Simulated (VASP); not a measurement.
Here is a VASP 6.6.1 calculation.

INCAR

```
PREC = Accurate
ENCUT = 520
EDIFF = 1E-6
ISMEAR = 0
SIGMA = 0.15
LREAL = False
LASPH = True
NELM = 100
ALGO = Fast
ISIF = 2
LWAVE = False
LCHARG = True
GGA = PE
LELF = True
LVHAR = True
NBANDS = 17
```

The input KPOINTS:

```
Automatic mesh
0
Gamma
  18 18 10
```

The input POSCAR:

```
Pt
1.0
    2.3447586725      0.0000000000      0.0000000000
   -1.1723793363      2.3889653837      0.0000000000
    0.0000000000      0.0000000000      4.7813829983
Pt
2
Direct
    0.6666666667      0.3333333333      0.7500000000
    0.3333333333      0.6666666667      0.2500000000
```

Potentials or basis: VASP PAW PBE potentials, release 64 (Pt).

Command:

```console
$ cat potpaw_PBE.64/Pt/POTCAR > POTCAR
$ mpirun -np 1 vasp_std > vasp.out
```

Question: Predict the pressure.

Answer: 80.6 GPa.

Question: Estimate the band gap on the k mesh.

Answer: Zero (band 10 reaches 14.73 eV, above the bottom of band 11 at 12.45 eV).

Question: What does it give for the largest force?

Answer: 0.075 eV/Å.

Stress tensor (GPa, compression positive):
```
162.91   0.00   0.00
  0.00  46.13   0.00
  0.00   0.00  32.70
```

Caveat: the cell differs from its parent crystal (normal strain along x -0.1500, normal strain along y +0.0000); spin-orbit coupling is left out, which moves the levels of the heavy elements.
